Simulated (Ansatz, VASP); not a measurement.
**SiGe: VASP beside Ansatz**

INCAR

```
SYSTEM = SiGe
ALGO = Normal
EDIFF = 1E-6
ENCUT = 520
GGA = PS
ISIF = 2
ISMEAR = 0
LASPH = .TRUE.
LCHARG = .FALSE.
LREAL = .FALSE.
LWAVE = .FALSE.
NBANDS = 26
NELM = 100
PREC = Accurate
SIGMA = 0.03
```

File KPOINTS:

```
k-points
0
G
  12 12 6
  0 0 0
```

POSCAR

```
SiGe
1.0
    3.6212893101      0.0000000000      0.0000000000
   -1.8106446551      3.1361285370      0.0000000000
    0.0000000000      0.0000000000      7.1759468969
Si Ge
2 2
Direct
    0.6666666667      0.3333333333      0.8745463082
    0.3333333333      0.6666666667      0.3745463082
    0.6666666667      0.3333333333      0.5004526918
    0.3333333333      0.6666666667      0.0004526918
```

Input for Ansatz:

```yaml
crystal:
  lattice:
    - [3.6212893101, 0.0, 0.0]
    - [-1.8106446551, 3.136128537, 0.0]
    - [0.0, 0.0, 7.1759468969]
  atoms:
    - { symbol: Si, position: [0.6666666667, 0.3333333333, 0.8745463082] }
    - { symbol: Si, position: [0.3333333333, 0.6666666667, 0.3745463082] }
    - { symbol: Ge, position: [0.6666666667, 0.3333333333, 0.5004526918] }
    - { symbol: Ge, position: [0.3333333333, 0.6666666667, 0.0004526918] }
basis:
  ecutwfc: 420
kpoints:
  mp_grid: { grid: [12, 12, 6] }
hamiltonian:
  xc: pbesol
  pseudopotentials: { kind: paw, azcp: { folder: soft_1 } }
scf:
  occupations: { method: gaussian, width: 0.03 }
output:
  forces: true
  stress: true
  eigenvalues: true
```

Alike in both runs: task single point; functional PBEsol; k mesh 12 × 12 × 6; occupations gaussian, width 0.03 eV; no spin polarisation.

```csv
,VASP,Ansatz
version,VASP 6.6.1,Ansatz 0.2.0
potentials or method,"VASP PAW PBE potentials, release 64 (Si, Ge_d), cutoff 520 eV","scalar-relativistic, plane waves, PAW"
valence electrons in the cell,36,36
```

```csv
,VASP,Ansatz,Ansatz less VASP
gap on the k mesh at the Fermi level (eV),none,none,-
pressure (GPa),7.6,7.7,+0.04
"traceless stress, the component that is largest in VASP (GPa)",-19.77,-19.74,+0.035
rms of the force components (eV/Å),0.741,0.745,+0.0045
```

VASP's potentials were made for PBE, not for PBEsol, and Ansatz warns of the same on its side. Atom by atom the forces differ by 0.004 eV/Å (rms over components). A gap of «none» marks a metal or a gap that the smearing closes. With one functional, cell and mesh, what is left measures potentials, basis and numerics.
